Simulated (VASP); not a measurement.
Wanted: the native input for a VASP 6.6.1 run.

```
Task                   : relaxation of cell and atoms
Functional             : BLYP
Potentials or basis    : VASP PAW PBE potentials, release 64 (Cu, Al)
Cutoff                 : 600 eV
k mesh                 : 7 × 7 × 9
Occupations            : fermi-dirac, width 0.05 eV
Spin                   : no spin polarisation
Dipole correction      : no
Further INCAR settings : ALGO = Normal; EDIFF = 1e-07; IBRION = 2; EDIFFG = -0.01; NSW = 60; ISIF = 3
```

The structure of Al2Cu lies in POSCAR:

```
Al2Cu
1.0
    4.1051820000      0.0000000000      0.0000000000
    0.0000000000      4.1051820000      0.0000000000
    0.0000000000      0.0000000000      2.8913130000
Cu Al
1 2
Direct
    0.0000000000      0.0000000000      0.0000000000
    0.0000000000      0.5000000000      0.5000000000
    0.5000000000      0.0000000000      0.5000000000
```

The input as run:

INCAR

```
SYSTEM = Al2Cu
PREC = Accurate
ENCUT = 600
EDIFF = 1E-7
ISMEAR = -1
SIGMA = 0.05
LREAL = .FALSE.
LASPH = .TRUE.
NELM = 80
ALGO = Normal
ISIF = 3
LWAVE = .FALSE.
LCHARG = .FALSE.
GGA = B5
ALDAX = 1.0
AGGAX = 1.0
AGGAC = 1.0
ALDAC = 0.0
IBRION = 2
NSW = 60
EDIFFG = -0.01
```

KPOINTS

```
regular mesh
0
G
  7 7 9
  0 0 0
```

Potentials or basis: VASP PAW PBE potentials, release 64 (Cu, Al).

Run with:

```sh
$ cat potpaw_PBE.64/Cu/POTCAR potpaw_PBE.64/Al/POTCAR > POTCAR
$ mpirun -np 1 vasp_std > vasp.out
```

It gave:

- Relaxed volume: 17.18 Å³/atom
- Relaxed cell: a = 4.169 Å, b = 4.169 Å, c = 2.966 Å, α = 90.00°, β = 90.00°, γ = 90.00°
- Space group after relaxing (to 0.05 Å): P4/mmm (No. 123)
- Energy gained by relaxing: 12.4 meV/atom
- Ionic steps: 5
- Pressure after relaxing: 0.0 GPa

Caveat: the PAW data sets were made with another functional, which shifts forces and pressure a little.

Run time: 110 s on 1 thread of AMD EPYC 9R14 (Zen 4), on a shared host, peak memory 0.17 GiB.
